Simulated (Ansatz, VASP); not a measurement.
# Two plane-wave programs on CdSe

POSCAR

```
CdSe
1.0
    0.0000000000      3.0678017004      3.0678017004
    3.0678017004      0.0000000000      3.0678017004
    3.0678017004      3.0678017004      0.0000000000
Cd Se
1 1
Direct
    0.0000000000      0.0000000000      0.0000000000
    0.7500000000      0.7500000000      0.7500000000
```

INCAR.step1

```
PREC = Accurate
ENCUT = 520
EDIFF = 1E-5
ISMEAR = -1
SIGMA = 0.05
LREAL = False
LASPH = True
NELM = 80
ALGO = Normal
ISIF = 2
LWAVE = True
GGA = PE
NBANDS = 16
```

Contents of INCAR.step2:

```
PREC = Accurate
ENCUT = 520
EDIFF = 1E-7
ISMEAR = -1
SIGMA = 0.05
LREAL = False
LASPH = True
NELM = 80
ALGO = Normal
ISIF = 2
LWAVE = False
LCHARG = True
GGA = PE
LHFCALC = True
HFSCREEN = 0.2079
PRECFOCK = Normal
LELF = True
LVHAR = True
ISTART = 1
NBANDS = 16
```

The input KPOINTS:

```
regular mesh
0
Gamma
  4 4 4
```

Input for Ansatz:

```yaml
crystal:
  lattice:
    - [0.0, 3.0678017004, 3.0678017004]
    - [3.0678017004, 0.0, 3.0678017004]
    - [3.0678017004, 3.0678017004, 0.0]
  atoms:
    - { symbol: Cd, position: [0.0, 0.0, 0.0] }
    - { symbol: Se, position: [0.75, 0.75, 0.75] }
kpoints:
  mp_grid: { grid: [4, 4, 4] }
hamiltonian:
  xc: hse06
scf:
  occupations: { method: fermi_dirac, width: 0.05 }
  n_extra_bands: 4
output:
  forces: true
  stress: true
  eigenvalues: true
```

Alike in both runs: task single point; functional HSE06; k mesh 4 × 4 × 4; occupations fermi-dirac, width 0.05 eV; no spin polarisation.

|  | VASP | Ansatz |
| --- | --- | --- |
| version | VASP 6.6.1 | Ansatz 0.2.0 |
| potentials or method | VASP PAW PBE potentials, release 64 (Cd, Se) | plane waves |
| plane-wave cutoff (eV) | 520 | 420 |
| valence electrons in the cell | 18 | 36 |

```csv
,VASP,Ansatz,Ansatz less VASP
pressure (GPa),0.5,0.4,-0.18
```

VASP's potentials hold 18 valence electrons a cell and Ansatz's 36, so a difference there can come from the potentials and not from the codes. Ansatz's warnings: stress exchange threshold loose, stress scf threshold loose.

The k mesh is coarse, so the values compare programs but aren't converged.
